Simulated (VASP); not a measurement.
BN: electric field gradients with PBEsol

Crystal: BN.

```
B N
1.0
     0.00000    1.77060    1.77060
     1.77060    0.00000    1.77060
     1.77060    1.77060    0.00000
B N
1 1
Direct
  0.00000 0.00000 0.00000
  0.75000 0.75000 0.75000
```

This cell differs from its parent crystal: volume scaled by 0.94.

```yaml
Program: VASP 6.6.1
Task: electric field gradients
Functional: PBEsol
Potentials_or_basis: VASP PAW PBE potentials, release 64 (B, N)
Cutoff: 520 eV
k_mesh: 13 × 13 × 13
Occupations: fermi-dirac, width 0.03 eV
Spin: no spin polarisation
Dipole_correction: no
Further_INCAR_settings: ALGO = Normal; EDIFF = 1e-08; NBANDS = 11
```

```
Pressure               : 23.9 GPa
Band gap on the k mesh : 4.42 eV, indirect (least direct gap 9.05 eV)
```

Levels at points of the mesh, in eV from the valence-band top:
```tsv
k point	band 2	band 3	band 4	band 5	band 6	band 7
(0.00, 0.00, 0.00)	0.00	0.00	0.00	9.05	9.05	9.05
```

Run time: 18 s on 1 thread of Intel Xeon 8259CL, on a shared host, peak memory 0.12 GiB.

Caveat: without QUAD_EFG the Cq values of the log hold for a quadrupole moment of 1 mb, not for the nuclei; the PAW data sets were made with another functional, which shifts forces and pressure a little. A k mesh can miss the band edges.
